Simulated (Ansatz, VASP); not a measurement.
## One calculation of BP, two programs

```
B P
1.0
     0.00000    2.14495    2.14495
     2.14495    0.00000    2.14495
     2.14495    2.14495    0.00000
B P
1 1
Direct
  0.00000 0.00000 0.00000
  0.50000 0.50000 0.50000
```

Alike in both runs: functional PBEsol; k mesh 15 × 15 × 15; occupations fermi-dirac, width 0.1 eV; no spin polarisation.

Ansatz relaxed the structure, and its values are those at the end. VASP's run is a single point on that final structure, the one shown.

|  | VASP | Ansatz |
| --- | --- | --- |
| version | VASP 6.6.1 | Ansatz 0.2.0 |
| potentials or method | VASP PAW PBE potentials, release 64 (B, P) | PAW with Ansatz's default frozen-core files, scalar-relativistic |
| plane-wave cutoff (eV) | 520 | 420 |
| valence electrons in the cell | 8 | 8 |

```csv
,VASP,Ansatz,Ansatz less VASP
pressure (GPa),0.2,0.0,-0.18
```

VASP's potentials were made for PBE, not for PBEsol. The functional is the same, so the differences come from potentials, cutoffs and numerics.
